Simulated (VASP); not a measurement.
# LiCl (Fm-3m) in VASP: single point with LDA

Aim: the single point of LiCl with LDA.

All numbers are computed with VASP 6.6.1; they aren't measurements. Logs are shortened: lines on timing, memory, paths and dates and some standing lists are left out, and cuts for length are marked.

## 1. The cell of the first run

The structure is cubic, space group Fm-3m (No. 225). The conventional cell has a = 5.130 Å, b = 5.130 Å, c = 5.130 Å, α = 90.00°, β = 90.00°, γ = 90.00°. Li (site symmetry m-3m) has 6 Cl at 2.56 Å within 3.4 Å. Cl (site symmetry m-3m) has 6 Li at 2.56 Å within 3.4 Å.

## 2. Single point, LDA

File INCAR:

```
ALGO = Normal
EDIFF = 1E-6
ENCUT = 520
GGA = CA
ISIF = 2
ISMEAR = 0
LASPH = T
LCHARG = F
LREAL = F
LWAVE = F
NBANDS = 12
NELM = 100
PREC = Accurate
SIGMA = 0.01
```

File KPOINTS:

```
k-points
0
Gamma
  4 4 4
```

File POSCAR:

```
LiCl
1.0
    0.0000000000      2.5647700000      2.5647700000
    2.5647700000      0.0000000000      2.5647700000
    2.5647700000      2.5647700000      0.0000000000
Li Cl
1 1
Direct
    0.0000000000      0.0000000000      0.0000000000
    0.5000000000      0.5000000000      0.5000000000
```

Potentials or basis: VASP PAW LDA potentials, release 64 (Li_sv, Cl).

Command:

```
$ cat potpaw_LDA.64/Li_sv/POTCAR potpaw_LDA.64/Cl/POTCAR > POTCAR
$ mpirun -np 1 vasp_std > vasp.out
```

OUTCAR:

```text
EDIFF = 1E-6
   ENCUT = 520
   GGA = CA
   ISIF = 2
   ISMEAR = 0
   LASPH = T
   LREAL = F
   NELM = 100
   PREC = Accurate

 ion  position               nearest neighbor table
   1  0.000  0.000  0.000-   2 2.56   2 2.56   2 2.56   2 2.56   2 2.56   2 2.56
   2  0.500  0.500  0.500-   1 2.56   1 2.56   1 2.56   1 2.56   1 2.56   1 2.56

  LATTYP: Found a face centered cubic cell.
 ALAT       =     5.1295400000

  Lattice vectors:

 A1 = (   0.0000000000,   2.5647700000,   2.5647700000)
 A2 = (   2.5647700000,   0.0000000000,   2.5647700000)
 A3 = (   2.5647700000,   2.5647700000,   0.0000000000)

Analysis of symmetry for initial positions (statically):
=====================================================================
 Subroutine PRICEL returns:
 Original cell was already a primitive cell.

 Routine SETGRP: Setting up the symmetry group for a
 face centered cubic supercell.

 Subroutine GETGRP returns: Found 48 space group operations
 (whereof 48 operations were pure point group operations)
 out of a pool of 48 trial point group operations.

The static configuration has the point symmetry O_h .

Analysis of symmetry for dynamics (positions and initial velocities):
=====================================================================
 Subroutine PRICEL returns:
 Original cell was already a primitive cell.

 Routine SETGRP: Setting up the symmetry group for a
 face centered cubic supercell.

 Subroutine GETGRP returns: Found 48 space group operations
 (whereof 48 operations were pure point group operations)
 out of a pool of 48 trial point group operations.

The dynamic configuration has the point symmetry O_h .

 Subroutine INISYM returns: Found 48 space group operations
 (whereof 48 operations are pure point group operations),
 and found     1 'primitive' translations

----------------------------------------------------------------------------------------

                                     Primitive cell

  volume of cell :      33.7423

  direct lattice vectors                    reciprocal lattice vectors
     0.000000000  2.564770000  2.564770000    -0.194949255  0.194949255  0.194949255
     2.564770000  0.000000000  2.564770000     0.194949255 -0.194949255  0.194949255
     2.564770000  2.564770000  0.000000000     0.194949255  0.194949255 -0.194949255

  length of vectors
     3.627132518  3.627132518  3.627132518     0.337662014  0.337662014  0.337662014

  position of ions in fractional coordinates (direct lattice)
     0.000000000  0.000000000  0.000000000
     0.500000000  0.500000000  0.500000000

  ion indices of the primitive-cell ions
   primitive index   ion index
                 1           1
                 2           2

----------------------------------------------------------------------------------------

 KPOINTS: k-points

Automatic generation of k-mesh.
 Grid dimensions read from file:
 generate k-points for:    4    4    4

 Generating k-lattice:

  Cartesian coordinates                     Fractional coordinates (reciprocal lattice)
    -0.048737314  0.048737314  0.048737314     0.250000000  0.000000000  0.000000000
     0.048737314 -0.048737314  0.048737314     0.000000000  0.250000000  0.000000000
     0.048737314  0.048737314 -0.048737314     0.000000000  0.000000000  0.250000000

  Length of vectors
     0.084415504  0.084415504  0.084415504

  Shift w.r.t. Gamma in fractional coordinates (k-lattice)
     0.000000000  0.000000000  0.000000000

 Subroutine IBZKPT returns following result:
 ===========================================

 Found      8 irreducible k-points:

 Following reciprocal coordinates:
            Coordinates               Weight
  0.000000  0.000000  0.000000      1.000000
  0.250000  0.000000  0.000000      8.000000
  0.500000  0.000000  0.000000      4.000000
  0.250000  0.250000  0.000000      6.000000
  0.500000  0.250000  0.000000     24.000000
 -0.250000  0.250000  0.000000     12.000000
  0.500000  0.500000  0.000000      3.000000
 -0.250000  0.500000  0.250000      6.000000
   k-points           NKPTS =      8   k-points in BZ     NKDIM =      8   number of bands    NBANDS=     12
   number of dos      NEDOS =    301   number of ions     NIONS =      2
   total plane-waves  NPLWV =  21952
   dimension x,y,z NGX =    28 NGY =   28 NGZ =   28
   dimension x,y,z NGXF=    56 NGYF=   56 NGZF=   56
   ions per type =               1   1
   NGX,Y,Z   is equivalent  to a cutoff of  12.83, 12.83, 12.83 a.u.
   NGXF,Y,Z  is equivalent  to a cutoff of  25.67, 25.67, 25.67 a.u.
 SYSTEM =  unknown system
   PREC   = accura    normal or accurate (medium, high low for compatibility)
   ISTART =      0    job   : 0-new  1-cont  2-samecut
   ICHARG =      2    charge: 1-file 2-atom 10-const
   ISPIN  =      1    spin polarized calculation?
   LNONCOLLINEAR =      F non collinear calculations
   LSORBIT =      F    spin-orbit coupling
   LASPH  =      T    aspherical Exc in radial PAW
   ENCUT  =  520.0 eV  38.22 Ry    6.18 a.u.   6.74  6.74  6.74*2*pi/ulx,y,z
   NELM   =    100;   NELMIN=  2; NELMDL= -5     # of ELM steps
   EDIFF  = 0.1E-05   stopping-criterion for ELM
   LREAL  =      F    real-space projection
   EDIFFG = 0.1E-04   stopping-criterion for IOM
   NSW    =      0    number of steps for IOM
   IBRION =     -1    ionic relax: 0-MD 1-quasi-New 2-CG
   NFREE  =      0    steps in history (QN), initial steepest desc. (CG)
   ISIF   =      2    stress and relaxation
   ISYM   =      2    0-nonsym 1-usesym 2-fastsym
   POTIM  = 0.5000    time-step for ionic-motion
   TEBEG  =    0.0;   TEEND  =   0.0 temperature during run
   PSTRESS=    0.0 pullay stress
   NELECT =      10.0000    total number of electrons
   NUPDOWN=      -1.0000    fix difference up-down
   EMIN   =  10.00;   EMAX   =-10.00  energy-range for DOS
   EFERMI =   0.00;   METHOD = LEGACY
   ISMEAR =     0;   SIGMA  =   0.01  broadening in eV -4-tet -1-fermi 0-gaus
   EFERMI_NEDOS =   21; number of points for ismear=-14 and -15
   IALGO  =     38    algorithm
   IMIX   =      4    mixing-type and parameters
     AMIX     =   0.40;   BMIX     =  1.00
     AMIX_MAG =   1.60;   BMIX_MAG =  1.00
  volume/ion in A,a.u.               =      16.87       113.85
  Fermi-wavevector in a.u.,A,eV,Ry     =   1.091482  2.062601 16.209056  1.191332
  Thomas-Fermi vector in A             =   2.227728
   LORBIT       =      0    0 simple, 1 ext, 2 COOP (PROOUT), +10 PAW based schemes
   GGA     = CA    functional components
   LHFCALC =     F    Hartree Fock is set to
   AEXX    =    0.0000 exact exchange contribution
   IVDW    =     0    specifies the selected vdW correction
   LEPSILON=     F    determine dielectric tensor
   LRPA    =     F    only Hartree local field effects (RPA)
 non-spin polarized calculation
 Gauss-broadening in eV      SIGMA  =   0.01
  energy-cutoff  :      520.00
  volume of cell :       33.74
 maximum number of plane-waves:       934
 NGX is ok and might be reduce to    28
   NGX = 13   NGY = 13   NGZ = 13

 number of electron      10.0000004 magnetization

 Free energy of the ion-electron system (eV)
  ---------------------------------------------------
  ext. energy  EPLUGINS =         0.00000000
  ---------------------------------------------------
  free energy    TOTEN  =        -8.05419361 eV

  energy without entropy =       -8.05419361  energy(sigma->0) =       -8.05419361

 E-fermi :   0.5623     XC(G=0):  -9.1631

 val. band max:        0.4604365180   @ k =   0.0000   0.0000   0.0000
 cond. band min:       6.4605583370   @ k =   0.0000   0.0000   0.0000
 fundamental gap:      6.0001218190
 Fermi energy:         0.5622717369

 k-point     1 :       0.0000    0.0000    0.0000
  band No.  band energies     occupation
      1     -42.0212      2.00000
      2     -12.8651      2.00000
      3       0.4604      2.00000
      4       0.4604      2.00000
      5       0.4604      2.00000
      6       6.4606      0.00000
      7      12.1912      0.00000
      8      12.1912      0.00000
      9      12.1912      0.00000
     10      14.5622      0.00000
     11      14.5622      0.00000
     12      14.5622      0.00000

 k-point     2 :       0.2500    0.0000    0.0000
  band No.  band energies     occupation
      1     -42.0196      2.00000
      2     -12.5889      2.00000
      3      -1.1744      2.00000
      4       0.3232      2.00000
      5       0.3232      2.00000
      6       7.3423      0.00000
      7      10.8693      0.00000
      8      10.8693      0.00000
      9      11.1685      0.00000
     10      14.2264      0.00000
     11      14.2264      0.00000
     12      15.6324      0.00000

 k-point     3 :       0.5000    0.0000    0.0000
  band No.  band energies     occupation
      1     -42.0180      2.00000
      2     -12.2767      2.00000
      3      -2.4387      2.00000
      4       0.2008      2.00000
      5       0.2008      2.00000
      6       6.8660      0.00000
      7       9.6657      0.00000
      8       9.6657      0.00000
      9      13.1228      0.00000
     10      16.9804      0.00000
     11      17.5532      0.00000
     12      17.5532      0.00000

 k-point     4 :       0.2500    0.2500    0.0000
  band No.  band energies     occupation
      1     -42.0191      2.00000
      2     -12.4846      2.00000
      3      -1.1045      2.00000
      4      -0.1513      2.00000
      5      -0.1513      2.00000
      6       8.7175      0.00000
      7       9.7317      0.00000
      8       9.8949      0.00000
      9      12.6988      0.00000
     10      12.6988      0.00000
     11      15.9866      0.00000
     12      17.8061      0.00000

 k-point     5 :       0.5000    0.2500    0.0000
  band No.  band energies     occupation
      1     -42.0175      2.00000
      2     -12.1537      2.00000
      3      -2.1100      2.00000
      4      -0.8820      2.00000
      5      -0.2775      2.00000
      6       8.3324      0.00000
      7       9.7994      0.00000
      8      11.1024      0.00000
      9      11.4474      0.00000
     10      14.6095      0.00000
     11      18.0510      0.00000
     12      18.8622      0.00000

 k-point     6 :      -0.2500    0.2500    0.0000
  band No.  band energies     occupation
      1     -42.0180      2.00000
      2     -12.2733      2.00000
      3      -1.7070      2.00000
      4      -1.0382      2.00000
      5       0.1739      2.00000
      6       8.3078      0.00000
      7      10.3815      0.00000
      8      10.3897      0.00000
      9      11.0015      0.00000
     10      14.6751      0.00000
     11      17.2264      0.00000
     12      17.7279      0.00000

 k-point     7 :       0.5000    0.5000    0.0000
  band No.  band energies     occupation
      1     -42.0171      2.00000
      2     -12.0200      2.00000
      3      -2.5383      2.00000
      4      -0.6801      2.00000
      5      -0.6801      2.00000
      6       8.0902      0.00000
      7       8.4574      0.00000
      8      12.5505      0.00000
      9      14.1786      0.00000
     10      14.1786      0.00000
     11      17.4681      0.00000
     12      19.0937      0.00000

 k-point     8 :      -0.2500    0.5000    0.2500
  band No.  band energies     occupation
      1     -42.0169      2.00000
      2     -12.0295      2.00000
      3      -1.7418      2.00000
      4      -1.7418      2.00000
      5      -0.6318      2.00000
      6       9.7951      0.00000
      7      10.2669      0.00000
      8      10.6236      0.00000
      9      10.6236      0.00000
     10      16.0708      0.00000
     11      16.0708      0.00000
     12      19.1473      0.00000

------------------------ aborting loop because EDIFF is reached ----------------------------------------

  FORCE on cell =-STRESS in cart. coord.  units (eV):
  Direction    XX          YY          ZZ          XY          YZ          ZX
  --------------------------------------------------------------------------------------
  -------------------------------------------------------------------------------------
  Total       -0.6705370     -0.6705370     -0.6705370      0.0000000      0.0000000      0.0000000
  in kB      -31.8389001    -31.8389001    -31.8389001      0.0000000      0.0000000      0.0000000
  external PRESSURE =     -31.8389001 kB  Pullay stress =       0.0000000 kB

 VOLUME and BASIS-vectors are now :
 -----------------------------------------------------------------------------
  energy-cutoff  :      520.00
  volume of cell :       33.74
      direct lattice vectors                 reciprocal lattice vectors
     0.000000000  2.564770000  2.564770000    -0.194949255  0.194949255  0.194949255
     2.564770000  0.000000000  2.564770000     0.194949255 -0.194949255  0.194949255
     2.564770000  2.564770000  0.000000000     0.194949255  0.194949255 -0.194949255

 POSITION                                       TOTAL-FORCE (eV/Angst)
 -----------------------------------------------------------------------------------
      0.00000      0.00000      0.00000         0.000000     -0.000000     -0.000000
      2.56477      2.56477      2.56477        -0.000000      0.000000      0.000000
 -----------------------------------------------------------------------------------
    total drift:                                0.000000      0.000000      0.000000

  FREE ENERGIE OF THE ION-ELECTRON SYSTEM (eV)
  ---------------------------------------------------
  free  energy   TOTEN  =        -8.0541936101 eV

  energy  without entropy=       -8.0541936101  energy(sigma->0) =       -8.05419361
```

It took 8.1 s on 1 thread of AMD EPYC 7R43 (Zen 3), shared host; peak memory 0.1 GiB.

Results:

```yaml
Free_energy: -8.0542 eV
Band_gap_on_the_k_mesh: 6.00 eV, direct
```

Levels at points of the mesh, in eV from the valence-band top:
```csv
k point,band 2,band 3,band 4,band 5,band 6,band 7,band 8,band 9
"(0.00, 0.00, 0.00)",-13.33,0.00,0.00,0.00,6.00,11.73,11.73,11.73
"(0.50, 0.00, 0.00)",-12.74,-2.90,-0.26,-0.26,6.41,9.21,9.21,12.66
"(0.50, 0.50, 0.00)",-12.48,-3.00,-1.14,-1.14,7.63,8.00,12.09,13.72
```

Caveat: the k points lie up to 0.53 Å⁻¹ apart; the cutoff is under 1.25 times the usual one of these potentials, so pressure, stress and relaxed cells hold a basis-set (Pulay) error.
